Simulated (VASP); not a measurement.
A run of VASP 6.6.1:

File POSCAR:

```
Ti
1.0
   -1.5580689926      1.5580689926      1.5580689926
    1.5580689926     -1.5580689926      1.5580689926
    1.5580689926      1.5580689926     -1.5580689926
Ti
1
Direct
    0.0000000000      0.0000000000      0.0000000000
```

The input INCAR.step1:

```
SYSTEM = Ti
PREC     = Accurate       ! precision mode
ENCUT    = 520            ! plane-wave cutoff, eV
ISMEAR   = 0              ! smearing method
SIGMA    = 0.1            ! smearing width, eV
LREAL    = .False.        ! projectors in reciprocal space
LASPH    = .True.         ! aspherical terms in the spheres
NELM     = 100            ! most SCF steps
NBANDS   = 12             ! bands
GGA      = PE             ! functional
ALGO     = Normal         ! electronic algorithm
EDIFF    = 1E-4           ! SCF threshold, eV
LWAVE    = .True.         ! write WAVECAR
LCHARG   = .False.        ! write CHGCAR
```

The input INCAR.step2:

```
SYSTEM = Ti
PREC     = Accurate       ! precision mode
ENCUT    = 520            ! plane-wave cutoff, eV
EDIFF    = 1E-7           ! SCF threshold, eV
ISMEAR   = 0              ! smearing method
SIGMA    = 0.1            ! smearing width, eV
LREAL    = .False.        ! projectors in reciprocal space
LASPH    = .True.         ! aspherical terms in the spheres
NELM     = 100            ! most SCF steps
ALGO     = Normal         ! electronic algorithm
ISIF     = 2              ! what is computed and relaxed
LWAVE    = .False.        ! write WAVECAR
LCHARG   = .False.        ! write CHGCAR
METAGGA  = R2SCAN         ! meta-GGA
LMIXTAU  = .True.       
NBANDS   = 12             ! bands
ISTART   = 1
```

Contents of KPOINTS:

```
Automatic mesh
0
Gamma
  18 18 18
  0 0 0
```

Potentials or basis: VASP PAW PBE potentials, release 64 (Ti_sv).

Command:

```sh
$ cat potpaw_PBE.64/Ti_sv/POTCAR > POTCAR
$ cp INCAR.step1 INCAR
$ mpirun -np 1 vasp_std > vasp.out
$ cp INCAR.step2 INCAR
$ mpirun -np 1 vasp_std > vasp.out
```

Hardware: 1 thread of Intel(R) Xeon(R) Platinum 8488C (Sapphire Rapids) (shared host).

Q: How long does it take, and how much memory?

A: Run time: 93 s on 1 thread of Intel(R) Xeon(R) Platinum 8488C (Sapphire Rapids), with other jobs on the host, peak memory 0.15 GiB. Counts: k points 195.
